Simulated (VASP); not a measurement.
Input of a VASP 6.6.1 run:

File INCAR:

```
SYSTEM = Cs
ALGO = Normal
EDIFF = 1E-7
ENCUT = 520
ISIF = 2
ISMEAR = -1
LASPH = .True.
LCHARG = .False.
LREAL = .False.
LWAVE = .False.
NBANDS = 16
NELM = 100
PREC = Accurate
SIGMA = 0.1
```

The input KPOINTS:

```
k-points
0
Gamma
  9 9 5
  0 0 0
```

Contents of POSCAR:

```
Cs
1.0
    4.5749658755      0.0000000000      0.0000000000
   -2.2874829378      3.9620366696      0.0000000000
    0.0000000000      0.0000000000      7.4114447182
Cs
2
Direct
    0.3333333333      0.6666666667      0.2500000000
    0.6666666667      0.3333333333      0.7500000000
```

Potentials or basis: VASP PAW LDA potentials, release 64 (Cs_sv).

Run with:

```bash
$ cat potpaw_LDA.64/Cs_sv/POTCAR > POTCAR
$ mpirun -np 1 vasp_std > vasp.out
```

Question: Estimate the pressure.

Answer: 1.4 GPa.

Question: What does it give for the band gap on the k mesh?

Answer: Zero (bands 9 and 10 overlap by 1.57 eV).

Caveat: spin-orbit coupling is left out, which moves the levels of the heavy elements.
